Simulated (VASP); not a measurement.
# MoIr4 (P6/mmm) in VASP: further runs

MoIr4 is run at these levels: PBE; tasks: single point.

All numbers are computed with VASP 6.6.1; they aren't measurements. Logs are shortened: lines on timing, memory, paths and dates and some standing lists are left out, and cuts for length are marked.

### 1 The cell of the first run

The structure is hexagonal, space group P6/mmm (No. 191). The conventional cell has a = 4.796 Å, b = 4.796 Å, c = 4.137 Å, α = 90.00°, β = 90.00°, γ = 120.00°. Mo (site symmetry 6/mmm) has 18 Ir at 2.77 to 3.46 Å within 3.6 Å. Within 2.7 Å of Ir (site symmetry -6m2) lie 2 Ir at 2.07 Å. Within 2.7 Å of Ir (site symmetry -6m2) lie 2 Ir at 2.07 Å.

### 2 Single point, PBE

The input, INCAR:

```
SYSTEM = MoIr4
ALGO     = Fast           ! electronic algorithm
EDIFF    = 1E-6           ! SCF threshold, eV
ENCUT    = 520            ! plane-wave cutoff, eV
GGA      = PE             ! functional
ISIF     = 2              ! what is computed and relaxed
ISMEAR   = 0              ! smearing method
LASPH    = .True.         ! aspherical terms in the spheres
LCHARG   = .True.         ! write CHGCAR
LELF     = .True.         ! ELF
LREAL    = .False.        ! projectors in reciprocal space
LVHAR    = .True.       
LWAVE    = .False.        ! write WAVECAR
NBANDS   = 33             ! bands
NELM     = 80             ! most SCF steps
PREC     = Accurate       ! precision mode
SIGMA    = 0.1            ! smearing width, eV
```

The input, KPOINTS:

```
k-points
0
Gamma
  6 6 4
  0 0 0
```

The input, POSCAR:

```
MoIr4
1.0
    4.7958919300      0.0000000000      0.0000000000
   -2.3979459600      4.1533642400      0.0000000000
    0.0000000000      0.0000000000      4.1373678600
Mo Ir
1 4
Direct
    0.0000000000      0.0000000000      0.0000000000
    0.3333333300      0.6666666700      0.0000000000
    0.6666666700      0.3333333300      0.0000000000
    0.3333333300      0.6666666700      0.5000000000
    0.6666666700      0.3333333300      0.5000000000
```

Potentials or basis: VASP PAW PBE potentials, release 64 (Mo_sv, Ir).

The run is started by

```console
$ cat potpaw_PBE.64/Mo_sv/POTCAR potpaw_PBE.64/Ir/POTCAR > POTCAR
$ mpirun -np 1 vasp_std > vasp.out
```

OUTCAR:

```text
SYSTEM = MoIr4
   EDIFF = 1E-6
   ENCUT = 520
   GGA = PE
   ISIF = 2
   ISMEAR = 0
   LASPH = .True.
   LREAL = .False.
   NELM = 80
   PREC = Accurate

 ion  position               nearest neighbor table
   1  0.000  0.000  0.000-   2 2.77   3 2.77   2 2.77   3 2.77   3 2.77   2 2.77
   2  0.333  0.667  0.000-   4 2.07   4 2.07   3 2.77   1 2.77   3 2.77   1 2.77   1 2.77   3 2.77

   3  0.667  0.333  0.000-   5 2.07   5 2.07   2 2.77   1 2.77   2 2.77   1 2.77   1 2.77   2 2.77

   4  0.333  0.667  0.500-   2 2.07   2 2.07   5 2.77   5 2.77   5 2.77
   5  0.667  0.333  0.500-   3 2.07   3 2.07   4 2.77   4 2.77   4 2.77

  LATTYP: Found a hexagonal cell.
 ALAT       =     4.7958919300
 C/A-ratio  =     0.8626899689

  Lattice vectors:

 A1 = (   4.7958919300,   0.0000000000,   0.0000000000)
 A2 = (  -2.3979459600,   4.1533642400,   0.0000000000)
 A3 = (   0.0000000000,   0.0000000000,   4.1373678600)

Analysis of symmetry for initial positions (statically):
=====================================================================
 Subroutine PRICEL returns:
 Original cell was already a primitive cell.

 Routine SETGRP: Setting up the symmetry group for a
 hexagonal supercell.

 Subroutine GETGRP returns: Found 24 space group operations
 (whereof 24 operations were pure point group operations)
 out of a pool of 24 trial point group operations.

The static configuration has the point symmetry D_6h.

Analysis of symmetry for dynamics (positions and initial velocities):
=====================================================================
 Subroutine PRICEL returns:
 Original cell was already a primitive cell.

 Routine SETGRP: Setting up the symmetry group for a
 hexagonal supercell.

 Subroutine GETGRP returns: Found 24 space group operations
 (whereof 24 operations were pure point group operations)
 out of a pool of 24 trial point group operations.

The dynamic configuration has the point symmetry D_6h.

 Subroutine INISYM returns: Found 24 space group operations
 (whereof 24 operations are pure point group operations),
 and found     1 'primitive' translations

----------------------------------------------------------------------------------------

                                     Primitive cell

  volume of cell :      82.4126

  direct lattice vectors                    reciprocal lattice vectors
     4.795891930  0.000000000  0.000000000     0.208511788  0.120384337  0.000000000
    -2.397945960  4.153364240  0.000000000     0.000000000  0.240768674  0.000000000
     0.000000000  0.000000000  4.137367860     0.000000000  0.000000000  0.241699562

  length of vectors
     4.795891930  4.795891923  4.137367860     0.240768673  0.240768674  0.241699562

  position of ions in fractional coordinates (direct lattice)
     0.000000000  0.000000000  0.000000000
     0.333333330  0.666666670  0.000000000
     0.666666670  0.333333330  0.000000000
     0.333333330  0.666666670  0.500000000
     0.666666670  0.333333330  0.500000000

  ion indices of the primitive-cell ions
   primitive index   ion index
                 1           1
                 2           2
                 3           3
                 4           4
                 5           5

----------------------------------------------------------------------------------------

 KPOINTS: k-points

Automatic generation of k-mesh.
 Grid dimensions read from file:
 generate k-points for:    6    6    4

 Generating k-lattice:

  Cartesian coordinates                     Fractional coordinates (reciprocal lattice)
     0.034751965  0.020064056  0.000000000     0.166666667  0.000000000  0.000000000
     0.000000000  0.040128112  0.000000000     0.000000000  0.166666667  0.000000000
     0.000000000  0.000000000  0.060424891     0.000000000  0.000000000  0.250000000

  Length of vectors
     0.040128112  0.040128112  0.060424891

  Shift w.r.t. Gamma in fractional coordinates (k-lattice)
     0.000000000  0.000000000  0.000000000

 Subroutine IBZKPT returns following result:
 ===========================================

 Found     21 irreducible k-points:

 Following reciprocal coordinates:
            Coordinates               Weight
  0.000000  0.000000  0.000000      1.000000
  0.166667  0.000000  0.000000      6.000000
  0.333333 -0.000000  0.000000      6.000000
  0.500000  0.000000  0.000000      3.000000
  0.166667  0.166667  0.000000      6.000000
  0.333333  0.166667  0.000000     12.000000
[... 13 lines left out ...]
  0.333333  0.166667  0.500000     12.000000
  0.333333  0.333333  0.500000      2.000000
   k-points           NKPTS =     21   k-points in BZ     NKDIM =     21   number of bands    NBANDS=     33
   number of dos      NEDOS =    301   number of ions     NIONS =      5
   total plane-waves  NPLWV =  41472
   dimension x,y,z NGX =    36 NGY =   36 NGZ =   32
   dimension x,y,z NGXF=    72 NGYF=   72 NGZF=   64
   ions per type =               1   4
   NGX,Y,Z   is equivalent  to a cutoff of  12.48, 12.48, 12.86 a.u.
   NGXF,Y,Z  is equivalent  to a cutoff of  24.96, 24.96, 25.72 a.u.
 SYSTEM =  MoIr4
   PREC   = accura    normal or accurate (medium, high low for compatibility)
   ISTART =      0    job   : 0-new  1-cont  2-samecut
   ICHARG =      2    charge: 1-file 2-atom 10-const
   ISPIN  =      1    spin polarized calculation?
   LNONCOLLINEAR =      F non collinear calculations
   LSORBIT =      F    spin-orbit coupling
   LASPH  =      T    aspherical Exc in radial PAW
   ENCUT  =  520.0 eV  38.22 Ry    6.18 a.u.   8.92  8.92  7.69*2*pi/ulx,y,z
   NELM   =     80;   NELMIN=  2; NELMDL= -5     # of ELM steps
   EDIFF  = 0.1E-05   stopping-criterion for ELM
   LREAL  =      F    real-space projection
   EDIFFG = 0.1E-04   stopping-criterion for IOM
   NSW    =      0    number of steps for IOM
   IBRION =     -1    ionic relax: 0-MD 1-quasi-New 2-CG
   NFREE  =      0    steps in history (QN), initial steepest desc. (CG)
   ISIF   =      2    stress and relaxation
   ISYM   =      2    0-nonsym 1-usesym 2-fastsym
   POTIM  = 0.5000    time-step for ionic-motion
   TEBEG  =    0.0;   TEEND  =   0.0 temperature during run
   PSTRESS=    0.0 pullay stress
   NELECT =      50.0000    total number of electrons
   NUPDOWN=      -1.0000    fix difference up-down
   EMIN   =  10.00;   EMAX   =-10.00  energy-range for DOS
   EFERMI =   0.00;   METHOD = LEGACY
   ISMEAR =     0;   SIGMA  =   0.10  broadening in eV -4-tet -1-fermi 0-gaus
   EFERMI_NEDOS =   21; number of points for ismear=-14 and -15
   IALGO  =     68    algorithm
   IMIX   =      4    mixing-type and parameters
     AMIX     =   0.40;   BMIX     =  1.00
     AMIX_MAG =   1.60;   BMIX_MAG =  1.00
  volume/ion in A,a.u.               =      16.48       111.23
  Fermi-wavevector in a.u.,A,eV,Ry     =   1.385906  2.618982 26.133177  1.920734
  Thomas-Fermi vector in A             =   2.510272
   LORBIT       =      0    0 simple, 1 ext, 2 COOP (PROOUT), +10 PAW based schemes
   GGA     = PE    functional components
   LHFCALC =     F    Hartree Fock is set to
   AEXX    =    0.0000 exact exchange contribution
   IVDW    =     0    specifies the selected vdW correction
   LEPSILON=     F    determine dielectric tensor
   LRPA    =     F    only Hartree local field effects (RPA)
 non-spin polarized calculation
 RMM-DIIS sequential band-by-band and
 Gauss-broadening in eV      SIGMA  =   0.10
  energy-cutoff  :      520.00
  volume of cell :       82.41
 maximum number of plane-waves:      2236
 NGX is ok and might be reduce to    36
   NGX = 17   NGY = 17   NGZ = 15

 number of electron      50.0000000 magnetization

 Free energy of the ion-electron system (eV)
  ---------------------------------------------------
  ext. energy  EPLUGINS =         0.00000000
  ---------------------------------------------------
  free energy    TOTEN  =       -34.10912907 eV

  energy without entropy =      -34.07540470  energy(sigma->0) =      -34.09226688

 E-fermi :   9.3725     XC(G=0): -12.7854

 val. band max:        9.3620173972   @ k =   0.5000   0.0000   0.0000
 cond. band min:       9.3963775578   @ k =   0.0000   0.0000   0.2500
 fundamental gap:      0.0343601606
 Fermi energy:         9.3724830898

 k-point     1 :       0.0000    0.0000    0.0000
  band No.  band energies     occupation
      1     -51.8816      2.00000
      2     -25.9854      2.00000
      3     -25.9473      2.00000
      4     -25.9473      2.00000
      5      -1.5513      2.00000
      6      -0.9924      2.00000
[... 25 lines left out ...]
     32      13.2018      0.00000
     33      14.6054      0.00000

 k-point     2 :       0.1667    0.0000    0.0000
  band No.  band energies     occupation
      1     -51.8814      2.00000
      2     -25.9855      2.00000
      3     -25.9488      2.00000
      4     -25.9466      2.00000
      5      -1.4910      2.00000
      6      -1.0171      2.00000
[... 25 lines left out ...]
     32      13.0517      0.00000
     33      13.2755      0.00000

 k-point     3 :       0.3333   -0.0000    0.0000
  band No.  band energies     occupation
      1     -51.8811      2.00000
      2     -25.9857      2.00000
      3     -25.9516      2.00000
      4     -25.9452      2.00000
      5      -1.3711      2.00000
      6      -1.0829      2.00000
[... 25 lines left out ...]
     32      12.3327      0.00000
     33      13.6790      0.00000

 k-point     4 :       0.5000    0.0000    0.0000
  band No.  band energies     occupation
      1     -51.8809      2.00000
      2     -25.9859      2.00000
      3     -25.9529      2.00000
      4     -25.9445      2.00000
      5      -1.2943      2.00000
      6      -1.1391      2.00000
[... 25 lines left out ...]
     32      11.8492      0.00000
     33      15.5409      0.00000

 k-point     5 :       0.1667    0.1667    0.0000
  band No.  band energies     occupation
      1     -51.8811      2.00000
      2     -25.9857      2.00000
      3     -25.9504      2.00000
      4     -25.9460      2.00000
      5      -1.4031      2.00000
      6      -1.0631      2.00000
[... 496 lines left out ...]
 k-point    19 :       0.1667    0.1667    0.5000
  band No.  band energies     occupation
      1     -51.8808      2.00000
      2     -25.9953      2.00000
      3     -25.9495      2.00000
      4     -25.9453      2.00000
      5       2.2615      2.00000
      6       2.9633      2.00000
[... 25 lines left out ...]
     32      12.0312      0.00000
     33      13.7912      0.00000

 k-point    20 :       0.3333    0.1667    0.5000
  band No.  band energies     occupation
      1     -51.8806      2.00000
      2     -25.9954      2.00000
      3     -25.9505      2.00000
      4     -25.9451      2.00000
      5       2.8283      2.00000
      6       3.1074      2.00000
[... 25 lines left out ...]
     32      11.1632      0.00000
     33      11.6431      0.00000

 k-point    21 :       0.3333    0.3333    0.5000
  band No.  band energies     occupation
      1     -51.8805      2.00000
      2     -25.9954      2.00000
      3     -25.9479      2.00000
      4     -25.9479      2.00000
      5       3.0147      2.00000
      6       3.0147      2.00000
[... 25 lines left out ...]
     32      10.9415      0.00000
     33      11.1437      0.00000

------------------------ aborting loop because EDIFF is reached ----------------------------------------

  FORCE on cell =-STRESS in cart. coord.  units (eV):
  Direction    XX          YY          ZZ          XY          YZ          ZX
  --------------------------------------------------------------------------------------
  -------------------------------------------------------------------------------------
  Total       -1.6849319     -1.6849319     92.0854416     -0.0000000     -0.0000000      0.0000000
  in kB      -32.7566430    -32.7566429   1790.2266321     -0.0000000     -0.0000000      0.0000000
  external PRESSURE =     574.9044488 kB  Pullay stress =       0.0000000 kB

 VOLUME and BASIS-vectors are now :
 -----------------------------------------------------------------------------
  energy-cutoff  :      520.00
  volume of cell :       82.41
      direct lattice vectors                 reciprocal lattice vectors
     4.795891930  0.000000000  0.000000000     0.208511788  0.120384337  0.000000000
    -2.397945960  4.153364240  0.000000000     0.000000000  0.240768674  0.000000000
     0.000000000  0.000000000  4.137367860     0.000000000  0.000000000  0.241699562

 POSITION                                       TOTAL-FORCE (eV/Angst)
 -----------------------------------------------------------------------------------
      0.00000      0.00000      0.00000         0.000000      0.000000     -0.000000
     -0.00000      2.76891      0.00000        -0.000000      0.000000      0.000000
      2.39795      1.38445      0.00000         0.000000     -0.000000     -0.000000
     -0.00000      2.76891      2.06868        -0.000000      0.000000      0.000000
      2.39795      1.38445      2.06868         0.000000      0.000000     -0.000000
 -----------------------------------------------------------------------------------
    total drift:                               -0.000000      0.000000     -0.000000

  FREE ENERGIE OF THE ION-ELECTRON SYSTEM (eV)
  ---------------------------------------------------
  free  energy   TOTEN  =       -34.1091290707 eV

  energy  without entropy=      -34.0754046967  energy(sigma->0) =      -34.09226688
```

It took 52 s on 1 thread of Intel Xeon Platinum 8488C (Sapphire Rapids), shared host; peak memory 0.22 GiB.

What came out:

- Free energy: -34.1091 eV
- Pressure: 57.5 GPa
- Band gap on the k mesh: zero (band 25 reaches 10.15 eV, above the bottom of band 26 at 7.04 eV)

Levels at points of the mesh, in eV from the Fermi level:
| k point | band 22 | band 23 | band 24 | band 25 | band 26 | band 27 |
| --- | --- | --- | --- | --- | --- | --- |
| (0.00, 0.00, 0.00) | -1.58 | -0.06 | -0.06 | 0.31 | 1.20 | 1.74 |
| (0.50, 0.00, 0.00) | -0.79 | -0.63 | -0.01 | 0.74 | 1.00 | 1.74 |
| (0.00, 0.00, 0.50) | -2.84 | -2.51 | -2.51 | -2.33 | -2.33 | -0.75 |
| (0.50, 0.00, 0.50) | -2.89 | -2.52 | -2.15 | -1.06 | -0.80 | -0.76 |

Caveat: the k points lie up to 0.38 Å⁻¹ apart; spin-orbit coupling is left out, which moves the levels of the heavy elements.

### 3 Single point, PBE

This run uses another cell than the first one, of 18.01 Å³/atom, 1.093 times its volume.

The input, INCAR:

```
PREC = Accurate ; ENCUT = 520
EDIFF = 1E-6 ; ISMEAR = 0
SIGMA = 0.1 ; LREAL = F
LASPH = T ; NELM = 60
ALGO = Normal ; ISIF = 2
LWAVE = F ; LCHARG = F
GGA = PE ; NBANDS = 33
```

The input, KPOINTS:

```
regular mesh
0
Gamma
  6 6 4
```

The input, POSCAR:

```
MoIr4
1.0
    4.5017506315     -0.0000000027      0.0000000000
   -2.2508753134      3.8986304098      0.0000000000
    0.0000000000      0.0000000000      5.1312925695
Mo Ir
1 4
Direct
    0.0000000000      0.0000000000      0.0000000000
    0.3333333333      0.6666666667      0.0000000000
    0.6666666667      0.3333333333      0.0000000000
    0.3333333333      0.6666666667      0.5000000000
    0.6666666667      0.3333333333      0.5000000000
```

Potentials or basis: VASP PAW PBE potentials, release 64 (Mo_sv, Ir).

The run is started by

```console
$ cat potpaw_PBE.64/Mo_sv/POTCAR potpaw_PBE.64/Ir/POTCAR > POTCAR
$ mpirun -np 1 vasp_std > vasp.out
```

Run time: 53 s. Hardware: 1 thread of Intel Xeon Platinum 8488C (Sapphire Rapids), shared host; peak memory 0.24 GiB.

Results (log left out):

| Property | Result |
| --- | --- |
| Free energy | -41.7379 eV |
| Pressure | 0.2 GPa |
| Band gap on the k mesh | zero (band 25 reaches 8.10 eV, above the bottom of band 26 at 6.58 eV) |

Stress tensor (GPa, compression positive):
```
0.28 0.00 0.00
0.00 0.28 0.00
0.00 0.00 0.16
```

Levels at points of the mesh, in eV from the Fermi level:
| k point | band 23 | band 24 | band 25 | band 26 | band 27 | band 28 |
| --- | --- | --- | --- | --- | --- | --- |
| (0.00, 0.00, 0.00) | -0.86 | -0.86 | -0.74 | 0.13 | 0.13 | 0.42 |
| (0.50, 0.00, 0.00) | 0.12 | 0.41 | 0.43 | 0.74 | 0.91 | 0.99 |
| (0.00, 0.00, 0.50) | -1.49 | -1.49 | -1.06 | -1.06 | -0.82 | -0.82 |
| (0.50, 0.00, 0.50) | -1.05 | -0.47 | -0.35 | 0.19 | 0.31 | 0.50 |

Caveat: spin-orbit coupling is left out, which moves the levels of the heavy elements.
